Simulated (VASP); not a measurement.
Crystal: BeS5.

```
Be S
1.0
     0.00000    3.97858    3.97858
     3.97858    0.00000    3.97858
     3.97858    3.97858    0.00000
Be S
1 5
Direct
  0.00000 0.00000 0.00000
  0.37500 0.37500 0.87500
  0.37500 0.87500 0.37500
  0.87500 0.37500 0.37500
  0.37500 0.37500 0.37500
  0.75000 0.75000 0.75000
```

The cell was built from a structure type or drawn by symmetry, and may not be a known phase.

| Item | Value |
| --- | --- |
| Program | VASP 6.6.1 |
| Task | relaxation of cell and atoms |
| Functional | PBE |
| Potentials or basis | VASP PAW PBE potentials, release 64 (Be, S) |
| Cutoff | 600 eV |
| k mesh | 4 × 4 × 4 |
| Occupations | gaussian, width 0.1 eV |
| Spin | no spin polarisation |

At the start: pressure -9.1 GPa; volume 20.99 Å³/atom.

Problem. How do energy, volume and symmetry change on relaxing?

Solution. Over 3 steps the energy falls by 147.2 meV/atom and the volume is 16.80 Å³/atom (-20.0 %); space group F-43m (No. 216, to 0.1 Å) before and after.

The path:
```csv
step,energy change (eV),largest force (eV/Å),pressure (GPa),volume (Å³)
1,0.0000,0.0407,-9.12,125.95
2,-0.8369,0.0134,-2.83,105.40
3,-0.8831,0.0097,-0.30,100.78
```

Final structure:
```
Be S
1.0
     0.00000    3.69358    3.69358
     3.69358    0.00000    3.69358
     3.69358    3.69358    0.00000
Be S
1 5
Direct
  0.00000 0.00000 0.00000
  0.37518 0.37518 0.87446
  0.37518 0.87446 0.37518
  0.87446 0.37518 0.37518
  0.37518 0.37518 0.37518
  0.75000 0.75000 0.75000
```

Caveat: the volume moved by over 15 % at a fixed basis, so the end points are rough.
